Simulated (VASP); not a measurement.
A run of VASP 6.6.1 is set up as follows.

INCAR

```
ALGO = Normal
EDIFF = 1E-6
ENCUT = 520
GGA = PE
ISIF = 2
ISMEAR = 0
ISPIN = 2
LASPH = True
LCHARG = False
LMAXMIX = 4
LORBIT = 11
LREAL = False
LWAVE = False
MAGMOM = 0.5 0
NBANDS = 21
NELM = 150
PREC = Accurate
SIGMA = 0.1
```

KPOINTS

```
k-points
0
Gamma
  12 12 12
```

POSCAR

```
WSe
1.0
    0.0000000000      2.8388664208      2.8388664208
    2.8388664208      0.0000000000      2.8388664208
    2.8388664208      2.8388664208      0.0000000000
W Se
1 1
Direct
    0.0000000000      0.0000000000      0.0000000000
    0.2500000000      0.2500000000      0.2500000000
```

Potentials or basis: VASP PAW PBE potentials, release 64 (W_sv, Se).

Launch:

```bash
$ cat potpaw_PBE.64/W_sv/POTCAR potpaw_PBE.64/Se/POTCAR > POTCAR
$ mpirun -np 1 vasp_std > vasp.out
```

(1) Estimate the pressure.

(2) What does it give for the net moment?

Results:

(1) -1.6 GPa.

(2) 0.00 μB per cell.
